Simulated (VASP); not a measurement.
# TiO2 (I4/m) in VASP: electric field gradients with r2SCAN

Aim: the electric field gradients of TiO2 with r2SCAN.

Everything below comes from runs of VASP 6.6.1. Logs are shortened: lines on timing, memory, paths and dates and some standing lists are left out, and cuts for length are marked.

## (1) The cell of the first run

It takes space group I4/m (No. 87, tetragonal). Conventional cell: a = 8.702 Å, b = 8.702 Å, c = 3.775 Å, α = 90.00°, β = 90.00°, γ = 90.00°. Within 2.4 Å of Ti (site symmetry m) lie 6 O at 1.80 to 2.26 Å. Within 2.6 Å of O (site symmetry m) lie 4 Ti at 1.95 to 2.26 Å. Within 2.4 Å of O (site symmetry m) lie 2 Ti at 1.80 to 1.81 Å.

## (2) Electric field gradients, r2SCAN

Contents of POSCAR:

```
TiO2
1.0
   -4.3507577183      4.3507577183      1.8875555959
    4.3507577183     -4.3507577183      1.8875555959
    4.3507577183      4.3507577183     -1.8875555959
Ti O
4 8
Direct
    0.7077182950      0.0028552450      0.7105735400
    0.9971447550      0.7077182950      0.7048630500
    0.0028552450      0.2922817050      0.2951369500
    0.2922817050      0.9971447550      0.2894264600
    0.5011361750      0.1507847150      0.6519208900
    0.8383379800      0.8403974000      0.6787353800
    0.8492152850      0.5011361750      0.3503514600
    0.8403974000      0.1616620200      0.0020594200
    0.1596026000      0.8383379800      0.9979405800
    0.1507847150      0.4988638250      0.6496485400
    0.1616620200      0.1596026000      0.3212646200
    0.4988638250      0.8492152850      0.3480791100
```

Contents of INCAR.step1:

```
SYSTEM = TiO2
ALGO = Normal ; EDIFF = 1E-4
ENCUT = 520 ; GGA = PE
ISMEAR = -1 ; LASPH = .True.
LCHARG = .False. ; LREAL = .False.
LWAVE = .True. ; NBANDS = 60
NELM = 100 ; PREC = Accurate
SIGMA = 0.02
```

Contents of INCAR.step2:

```
SYSTEM = TiO2
ALGO = Normal ; EDIFF = 1E-8
ENCUT = 520 ; ISIF = 2
ISMEAR = -1 ; ISTART = 1
LASPH = .True. ; LCHARG = .False.
LEFG = .True. ; LMIXTAU = .True.
LREAL = .False. ; LWAVE = .False.
METAGGA = R2SCAN ; NBANDS = 60
NELM = 100 ; PREC = Accurate
SIGMA = 0.02
```

Contents of KPOINTS:

```
k-points
0
Gamma
  7 7 7
  0 0 0
```

Potentials or basis: VASP PAW PBE potentials, release 64 (Ti_sv, O).

Command:

```
> cat potpaw_PBE.64/Ti_sv/POTCAR potpaw_PBE.64/O/POTCAR > POTCAR
> cp INCAR.step1 INCAR
> mpirun -np 1 vasp_std > vasp.out
> cp INCAR.step2 INCAR
> mpirun -np 1 vasp_std > vasp.out
```

OUTCAR:

```text
SYSTEM = TiO2
   EDIFF = 1E-8
   ENCUT = 520
   ISIF = 2
   ISMEAR = -1
   ISTART = 1
   LASPH = .True.
   LREAL = .False.
   METAGGA = R2SCAN
   NELM = 100
   PREC = Accurate

 ion  position               nearest neighbor table
   1  0.708  0.003  0.711-   8 1.80   6 1.81  10 1.95  10 1.95   5 2.21  12 2.26
   2  0.997  0.708  0.705-   6 1.80   9 1.81   5 1.95   5 1.95   7 2.21  10 2.26
   3  0.003  0.292  0.295-  11 1.80   8 1.81  12 1.95  12 1.95  10 2.21   7 2.26
   4  0.292  0.997  0.289-   9 1.80  11 1.81   7 1.95   7 1.95  12 2.21   5 2.26
   5  0.501  0.151  0.652-   2 1.95   2 1.95   1 2.21   4 2.26
   6  0.838  0.840  0.679-   2 1.80   1 1.81
   7  0.849  0.501  0.350-   4 1.95   4 1.95   2 2.21   3 2.26
   8  0.840  0.162  0.002-   1 1.80   3 1.81
   9  0.160  0.838  0.998-   4 1.80   2 1.81
  10  0.151  0.499  0.650-   1 1.95   1 1.95   3 2.21   2 2.26
  11  0.162  0.160  0.321-   3 1.80   4 1.81
  12  0.499  0.849  0.348-   3 1.95   3 1.95   4 2.21   1 2.26

  LATTYP: Found a body centered tetragonal cell.
 ALAT       =     8.7015154366
 C/A-ratio  =     0.4338452560

  Lattice vectors:

 A1 = (  -4.3507577183,   4.3507577183,   1.8875555959)
 A2 = (   4.3507577183,  -4.3507577183,   1.8875555959)
 A3 = (   4.3507577183,   4.3507577183,  -1.8875555959)

Analysis of symmetry for initial positions (statically):
=====================================================================
 Subroutine PRICEL returns:
 Original cell was already a primitive cell.

 Routine SETGRP: Setting up the symmetry group for a
 body centered tetragonal supercell.

 Subroutine GETGRP returns: Found  8 space group operations
 (whereof  8 operations were pure point group operations)
 out of a pool of 16 trial point group operations.

The static configuration has the point symmetry C_4h.

Analysis of symmetry for dynamics (positions and initial velocities):
=====================================================================
 Subroutine PRICEL returns:
 Original cell was already a primitive cell.

 Routine SETGRP: Setting up the symmetry group for a
 body centered tetragonal supercell.

 Subroutine GETGRP returns: Found  8 space group operations
 (whereof  8 operations were pure point group operations)
 out of a pool of 16 trial point group operations.

The dynamic configuration has the point symmetry C_4h.

 Subroutine INISYM returns: Found  8 space group operations
 (whereof  8 operations are pure point group operations),
 and found     1 'primitive' translations

----------------------------------------------------------------------------------------

                                     Primitive cell

  volume of cell :     142.9189

  direct lattice vectors                    reciprocal lattice vectors
    -4.350757718  4.350757718  1.887555596     0.000000000  0.114922511  0.264892860
     4.350757718 -4.350757718  1.887555596     0.114922511  0.000000000  0.264892860
     4.350757718  4.350757718 -1.887555596     0.114922511  0.114922511  0.000000000

  length of vectors
     6.435918860  6.435918860  6.435918860     0.288748005  0.288748005  0.162524973

  position of ions in fractional coordinates (direct lattice)
     0.707718295  0.002855245  0.710573540
     0.997144755  0.707718295  0.704863050
     0.002855245  0.292281705  0.295136950
     0.292281705  0.997144755  0.289426460
     0.501136175  0.150784715  0.651920890
     0.838337980  0.840397400  0.678735380
     0.849215285  0.501136175  0.350351460
     0.840397400  0.161662020  0.002059420
     0.159602600  0.838337980  0.997940580
     0.150784715  0.498863825  0.649648540
     0.161662020  0.159602600  0.321264620
     0.498863825  0.849215285  0.348079110

  ion indices of the primitive-cell ions
   primitive index   ion index
                 1           1
                 2           2
                 3           3
[... 103 lines left out ...]
  Fermi-wavevector in a.u.,A,eV,Ry     =   1.433734  2.709365 27.968062  2.055595
  Thomas-Fermi vector in A             =   2.553220
   LORBIT       =      0    0 simple, 1 ext, 2 COOP (PROOUT), +10 PAW based schemes
   METAGGA = R2SCAN    functional components
   LHFCALC =     F    Hartree Fock is set to
   AEXX    =    0.0000 exact exchange contribution
   IVDW    =     0    specifies the selected vdW correction
   LEPSILON=     F    determine dielectric tensor
   LRPA    =     F    only Hartree local field effects (RPA)
 non-spin polarized calculation
  energy-cutoff  :      520.00
  volume of cell :      142.92
 maximum number of plane-waves:      3883
   NGX = 23   NGY = 23   NGZ = 23

 number of electron      95.9999988 magnetization

 Free energy of the ion-electron system (eV)
  ---------------------------------------------------
  ext. energy  EPLUGINS =         0.00000000
  ---------------------------------------------------
  free energy    TOTEN  =      -139.14123738 eV

  energy without entropy =     -139.14123738  energy(sigma->0) =     -139.14123738

 E-fermi :   3.2642     XC(G=0): -11.1153

 val. band max:        2.6877361279   @ k =  -0.4286   0.4286   0.4286
 cond. band min:       4.7450503699   @ k =   0.0000   0.0000   0.0000
 fundamental gap:      2.0573142419
 Fermi energy:         3.2642313530

 k-point     1 :       0.0000    0.0000    0.0000
  band No.  band energies     occupation
      1     -55.8672      2.00000
      2     -55.8475      2.00000
      3     -55.8475      2.00000
      4     -55.8309      2.00000
      5     -31.2461      2.00000
      6     -31.2281      2.00000
[... 1501 lines left out ...]
     59       7.7295      0.00000
     60       7.9140      0.00000

 [... further k-points ...]

------------------------ aborting loop because EDIFF is reached ----------------------------------------

  FORCE on cell =-STRESS in cart. coord.  units (eV):
  Direction    XX          YY          ZZ          XY          YZ          ZX
  --------------------------------------------------------------------------------------
  -------------------------------------------------------------------------------------
  Total       -0.4642628     -0.4642628      0.3507263     -0.0000143     -0.0000000      0.0000000
  in kB       -5.2045711     -5.2045711      3.9317818     -0.0001598     -0.0000000      0.0000000
  external PRESSURE =      -2.1591201 kB  Pullay stress =       0.0000000 kB

 VOLUME and BASIS-vectors are now :
 -----------------------------------------------------------------------------
  energy-cutoff  :      520.00
  volume of cell :      142.92
      direct lattice vectors                 reciprocal lattice vectors
    -4.350757718  4.350757718  1.887555596     0.000000000  0.114922511  0.264892860
     4.350757718 -4.350757718  1.887555596     0.114922511  0.000000000  0.264892860
     4.350757718  4.350757718 -1.887555596     0.114922511  0.114922511  0.000000000

 POSITION                                       TOTAL-FORCE (eV/Angst)
 -----------------------------------------------------------------------------------
      0.02484      6.15822      0.00000         0.015935      0.169433     -0.000000
      1.80746      4.32591      1.88756         0.169433     -0.015935     -0.000000
      2.54329      0.02484      0.00000        -0.169433      0.015935     -0.000000
      4.32591     -1.80746      1.88756        -0.015935     -0.169433      0.000000
      1.31206      4.36064      0.00000        -0.008515     -0.016840     -0.000000
      2.96197      2.94405      1.88756        -0.011987      0.041758      0.000000
      0.00989      3.03870      1.88756        -0.016840      0.008515     -0.000000
     -2.94405      2.96197      1.88756        -0.041758     -0.011987     -0.000000
      7.29481      1.38878      0.00000         0.041758      0.011987     -0.000000
      4.34087      1.31206      0.00000         0.016840     -0.008515     -0.000000
      1.38878      1.40670     -0.00000         0.011987     -0.041758      0.000000
      3.03870     -0.00989      1.88756         0.008515      0.016840     -0.000000
 -----------------------------------------------------------------------------------
    total drift:                               -0.000000     -0.000000      0.000000

  FREE ENERGIE OF THE ION-ELECTRON SYSTEM (eV)
  ---------------------------------------------------
  free  energy   TOTEN  =      -139.1412373835 eV

  energy  without entropy=     -139.1412373835  energy(sigma->0) =     -139.14123738

 Electric field gradients (V/A^2)
---------------------------------------------------------------------
 ion       V_xx      V_yy      V_zz      V_xy      V_xz      V_yz
---------------------------------------------------------------------
   1      -4.862    13.435    -8.574     1.528     0.001     0.001
   2      13.435    -4.862    -8.573    -1.526     0.001     0.001
   3      13.435    -4.862    -8.573    -1.526     0.001     0.001
   4      -4.862    13.435    -8.574     1.528     0.001     0.001
   5     -31.387     9.998    21.389    -0.352    -0.000    -0.000
   6      -0.466     0.157     0.309   -14.294    -0.001    -0.000
   7       9.998   -31.387    21.390     0.350    -0.001    -0.000
   8       0.156    -0.466     0.309    14.288     0.000     0.000
   9       0.156    -0.466     0.309    14.288     0.000     0.000
  10       9.998   -31.387    21.390     0.350    -0.001    -0.000
  11      -0.466     0.157     0.309   -14.294    -0.001    -0.000
  12     -31.387     9.998    21.389    -0.352    -0.000    -0.000
---------------------------------------------------------------------

 Electric field gradients after diagonalization (V/A^2)
 (convention: |V_zz| > |V_xx| > |V_yy|)
----------------------------------------------------------------------
 ion       V_xx      V_yy      V_zz     asymmetry (V_yy - V_xx)/ V_zz
----------------------------------------------------------------------
   1      -8.574    -4.988    13.562       0.264
   2      -8.573    -4.989    13.561       0.264
   3      -8.573    -4.989    13.561       0.264
   4      -8.574    -4.988    13.562       0.264
   5      21.389    10.001   -31.390       0.363
   6      14.143     0.309   -14.452       0.957
   7      21.390    10.001   -31.390       0.363
   8      14.137     0.309   -14.446       0.957
   9      14.137     0.309   -14.446       0.957
  10      21.390    10.001   -31.390       0.363
  11      14.143     0.309   -14.452       0.957
  12      21.389    10.001   -31.390       0.363
----------------------------------------------------------------------

           NMR quadrupolar parameters

 Cq : quadrupolar parameter    Cq=e*Q*V_zz/h
 eta: asymmetry parameters     (V_yy - V_xx)/ V_zz
 Q  : nuclear electric quadrupole moment in mb (millibarn)
----------------------------------------------------------------------
 ion       Cq(MHz)       eta       Q (mb)
----------------------------------------------------------------------
   1       0.033       0.264       1.000
   2       0.033       0.264       1.000
   3       0.033       0.264       1.000
   4       0.033       0.264       1.000
   5      -0.076       0.363       1.000
   6      -0.035       0.957       1.000
   7      -0.076       0.363       1.000
   8      -0.035       0.957       1.000
   9      -0.035       0.957       1.000
  10      -0.076       0.363       1.000
  11      -0.035       0.957       1.000
  12      -0.076       0.363       1.000
----------------------------------------------------------------------
```

Wall time 27 min (1 thread of Intel Xeon 6975P-C (Granite Rapids), shared host); peak memory 0.57 GiB.

What came out:

```
Free energy            : -139.1412 eV
Pressure               : -0.2 GPa
Largest force          : 0.170 eV/Å
Band gap on the k mesh : 2.06 eV, indirect (least direct gap 2.73 eV)
```

Forces on the atoms (eV/Å):
```
Ti   0.016  0.169  0.000
Ti   0.169 -0.016  0.000
Ti  -0.169  0.016  0.000
Ti  -0.016 -0.169  0.000
O   -0.009 -0.017  0.000
O   -0.012  0.042  0.000
O   -0.017  0.009  0.000
O   -0.042 -0.012  0.000
O    0.042  0.012  0.000
O    0.017 -0.009  0.000
O    0.012 -0.042  0.000
O    0.009  0.017  0.000
```

Stress tensor (GPa, compression positive):
```
-0.52  0.00  0.00
 0.00 -0.52  0.00
 0.00  0.00  0.39
```

Electric field gradients, principal values (V/Å²):
```tsv
atom	least	middle	greatest (by size)
1 Ti	-4.988	-8.574	13.562
2 Ti	-4.989	-8.573	13.561
3 Ti	-4.989	-8.573	13.561
4 Ti	-4.988	-8.574	13.562
5 O	10.001	21.389	-31.390
6 O	0.309	14.143	-14.452
7 O	10.001	21.390	-31.390
8 O	0.309	14.137	-14.446
9 O	0.309	14.137	-14.446
10 O	10.001	21.390	-31.390
11 O	0.309	14.143	-14.452
12 O	10.001	21.389	-31.390
```

Caveat: without QUAD_EFG the Cq values of the log hold for a quadrupole moment of 1 mb, not for the nuclei; the PAW data sets were made with another functional, which shifts forces and pressure a little. r2SCAN opens gaps a little over a GGA but as a rule still falls short of measured ones.
